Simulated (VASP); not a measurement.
# SnTe (R3m) in VASP: single point with PBEsol

Aim: the single point of SnTe with PBEsol.

Program: VASP 6.6.1. These are calculated values, not measurements. Logs are shortened: lines on timing, memory, paths and dates and some standing lists are left out, and cuts for length are marked.

## 1. The cell of the first run

It takes space group R3m (No. 160, trigonal). The conventional cell has a = 4.443 Å, b = 4.443 Å, c = 10.943 Å, α = 90.00°, β = 90.00°, γ = 120.00°. Within 4.1 Å of Sn (site symmetry 3m) lie 6 Te at 3.08 to 3.22 Å. Within 4.1 Å of Te (site symmetry 3m) lie 6 Sn at 3.08 to 3.22 Å.

## 2. Single point, PBEsol

File INCAR:

```
  PREC = Accurate
  ENCUT = 520
  EDIFF = 1E-7
  ISMEAR = -1
  SIGMA = 0.02
  LREAL = F
  LASPH = T
  NELM = 80
  ALGO = Normal
  ISIF = 2
  LWAVE = F
  LCHARG = F
  GGA = PS
  NBANDS = 17
```

File KPOINTS:

```
Automatic mesh
0
Gamma
  6 6 6
```

File POSCAR:

```
SnTe
1.0
    2.2213890246      1.2825195513      3.6476599226
   -2.2213890246      1.2825195513      3.6476599226
    0.0000000000     -2.5650391027      3.6476599226
Sn Te
1 1
Direct
    1.0052301485      1.0052301485      1.0052301485
    0.5157698515      0.5157698515      0.5157698515
```

Potentials or basis: VASP PAW PBE potentials, release 64 (Sn_d, Te).

Started as:

```console
$ cat potpaw_PBE.64/Sn_d/POTCAR potpaw_PBE.64/Te/POTCAR > POTCAR
$ mpirun -np 1 vasp_std > vasp.out
```

OUTCAR:

```text
PREC = Accurate
   ENCUT = 520
   EDIFF = 1E-7
   ISMEAR = -1
   LREAL = F
   LASPH = T
   NELM = 80
   ISIF = 2
   GGA = PS

 ion  position               nearest neighbor table
   1  0.005  0.005  0.005-   2 3.08   2 3.08   2 3.08   2 3.22   2 3.22   2 3.22
   2  0.516  0.516  0.516-   1 3.08   1 3.08   1 3.08   1 3.22   1 3.22   1 3.22

  LATTYP: Found a trigonal (rhomboedric) cell.
 ALAT       =     4.4592430422
 COS(alpha) =     0.5036855125

  Lattice vectors:

 A1 = (   2.2213890246,   1.2825195513,   3.6476599226)
 A2 = (  -2.2213890246,   1.2825195513,   3.6476599226)
 A3 = (   0.0000000000,  -2.5650391027,   3.6476599226)

Analysis of symmetry for initial positions (statically):
=====================================================================
 Subroutine PRICEL returns:
 Original cell was already a primitive cell.

 Routine SETGRP: Setting up the symmetry group for a
 trigonal (rhombohedral) supercell.

 Subroutine GETGRP returns: Found  6 space group operations
 (whereof  6 operations were pure point group operations)
 out of a pool of 12 trial point group operations.

The static configuration has the point symmetry C_3v.

Analysis of symmetry for dynamics (positions and initial velocities):
=====================================================================
 Subroutine PRICEL returns:
 Original cell was already a primitive cell.

 Routine SETGRP: Setting up the symmetry group for a
 trigonal (rhombohedral) supercell.

 Subroutine GETGRP returns: Found  6 space group operations
 (whereof  6 operations were pure point group operations)
 out of a pool of 12 trial point group operations.

The dynamic configuration has the point symmetry C_3v.

 Subroutine INISYM returns: Found  6 space group operations
 (whereof  6 operations are pure point group operations),
 and found     1 'primitive' translations

----------------------------------------------------------------------------------------

                                     Primitive cell

  volume of cell :      62.3525

  direct lattice vectors                    reciprocal lattice vectors
     2.221389025  1.282519551  3.647659923     0.225084393  0.129952535  0.091382788
    -2.221389025  1.282519551  3.647659923    -0.225084393  0.129952535  0.091382788
     0.000000000 -2.565039103  3.647659923     0.000000000 -0.259905070  0.091382788

[... 80 lines left out ...]
   LASPH  =      T    aspherical Exc in radial PAW
   ENCUT  =  520.0 eV  38.22 Ry    6.18 a.u.   8.29  8.29  8.29*2*pi/ulx,y,z
   NELM   =     80;   NELMIN=  2; NELMDL= -5     # of ELM steps
   EDIFF  = 0.1E-06   stopping-criterion for ELM
   LREAL  =      F    real-space projection
   EDIFFG = 0.1E-05   stopping-criterion for IOM
   NSW    =      0    number of steps for IOM
   IBRION =     -1    ionic relax: 0-MD 1-quasi-New 2-CG
   NFREE  =      0    steps in history (QN), initial steepest desc. (CG)
   ISIF   =      2    stress and relaxation
   ISYM   =      2    0-nonsym 1-usesym 2-fastsym
   POTIM  = 0.5000    time-step for ionic-motion
   TEBEG  =    0.0;   TEEND  =   0.0 temperature during run
   PSTRESS=    0.0 pullay stress
   NELECT =      20.0000    total number of electrons
   NUPDOWN=      -1.0000    fix difference up-down
   EMIN   =  10.00;   EMAX   =-10.00  energy-range for DOS
   EFERMI =   0.00;   METHOD = LEGACY
   ISMEAR =    -1;   SIGMA  =   0.02  broadening in eV -4-tet -1-fermi 0-gaus
   EFERMI_NEDOS =   21; number of points for ismear=-14 and -15
   IALGO  =     38    algorithm
   IMIX   =      4    mixing-type and parameters
     AMIX     =   0.40;   BMIX     =  1.00
     AMIX_MAG =   1.60;   BMIX_MAG =  1.00
  volume/ion in A,a.u.               =      31.18       210.39
  Fermi-wavevector in a.u.,A,eV,Ry     =   1.120642  2.117706 17.086709  1.255838
  Thomas-Fermi vector in A             =   2.257290
   LORBIT       =      0    0 simple, 1 ext, 2 COOP (PROOUT), +10 PAW based schemes
   GGA     = PS    functional components
   LHFCALC =     F    Hartree Fock is set to
   AEXX    =    0.0000 exact exchange contribution
   IVDW    =     0    specifies the selected vdW correction
   LEPSILON=     F    determine dielectric tensor
   LRPA    =     F    only Hartree local field effects (RPA)
 non-spin polarized calculation
  energy-cutoff  :      520.00
  volume of cell :       62.35
 maximum number of plane-waves:      1694
 NGX is ok and might be reduce to    36
   NGX = 17   NGY = 17   NGZ = 17

 number of electron      20.0000002 magnetization

 Free energy of the ion-electron system (eV)
  ---------------------------------------------------
  ext. energy  EPLUGINS =         0.00000000
  ---------------------------------------------------
  free energy    TOTEN  =        -8.34191932 eV

  energy without entropy =       -8.34187093  energy(sigma->0) =       -8.34189513

 E-fermi :   6.8531     XC(G=0):  -9.6686

 val. band max:        6.7550161637   @ k =   0.5000  -0.0000   0.0000
 cond. band min:       6.9511513198   @ k =   0.5000  -0.0000   0.0000
 fundamental gap:      0.1961351561
 Fermi energy:         6.8530902860

 k-point     1 :       0.0000    0.0000    0.0000
  band No.  band energies     occupation
      1     -14.9387      2.00000
      2     -14.9387      2.00000
      3     -14.9306      2.00000
      4     -14.9306      2.00000
      5     -14.9305      2.00000
      6      -6.0160      2.00000
[... 457 lines left out ...]
      4     -14.9232      2.00000
      5     -14.9192      2.00000
      6      -4.3498      2.00000
[... 9 lines left out ...]
     16      16.9385      0.00000
     17      17.8943      0.00000

 [... further k-points ...]

------------------------ aborting loop because EDIFF is reached ----------------------------------------

  FORCE on cell =-STRESS in cart. coord.  units (eV):
  Direction    XX          YY          ZZ          XY          YZ          ZX
  --------------------------------------------------------------------------------------
  -------------------------------------------------------------------------------------
  Total        0.0064628      0.0064628      0.0046912      0.0000000     -0.0000000      0.0000000
  in kB        0.1660642      0.1660642      0.1205430      0.0000000     -0.0000000      0.0000000
  external PRESSURE =       0.1508905 kB  Pullay stress =       0.0000000 kB

 VOLUME and BASIS-vectors are now :
 -----------------------------------------------------------------------------
  energy-cutoff  :      520.00
  volume of cell :       62.35
      direct lattice vectors                 reciprocal lattice vectors
     2.221389025  1.282519551  3.647659923     0.225084393  0.129952535  0.091382788
    -2.221389025  1.282519551  3.647659923    -0.225084393  0.129952535  0.091382788
     0.000000000 -2.565039103  3.647659923     0.000000000 -0.259905070  0.091382788

 POSITION                                       TOTAL-FORCE (eV/Angst)
 -----------------------------------------------------------------------------------
      0.00000     -0.00000      0.05723         0.000000     -0.000000      0.004482
      0.00000     -0.00000      5.64406         0.000000      0.000000     -0.004482
 -----------------------------------------------------------------------------------
    total drift:                                0.000000      0.000000     -0.000092

  FREE ENERGIE OF THE ION-ELECTRON SYSTEM (eV)
  ---------------------------------------------------
  free  energy   TOTEN  =        -8.3419193179 eV

  energy  without entropy=       -8.3418709327  energy(sigma->0) =       -8.34189513
```

Wall time 58 s (1 thread of Intel Xeon Platinum 8488C (Sapphire Rapids), shared host); peak memory 0.21 GiB.

What came out:

```yaml
Free_energy: -8.3419 eV
Pressure: 0.0 GPa
Largest_force: 0.004 eV/Å
Band_gap_on_the_k_mesh: 0.20 eV, direct
```

Forces in eV/Å, atoms in the order of the input:
```
Sn   0.000  0.000  0.004
Te   0.000  0.000 -0.004
```

Caveat: the PAW data sets were made with another functional, which shifts forces and pressure a little; spin-orbit coupling is left out, which moves the levels of the heavy elements.
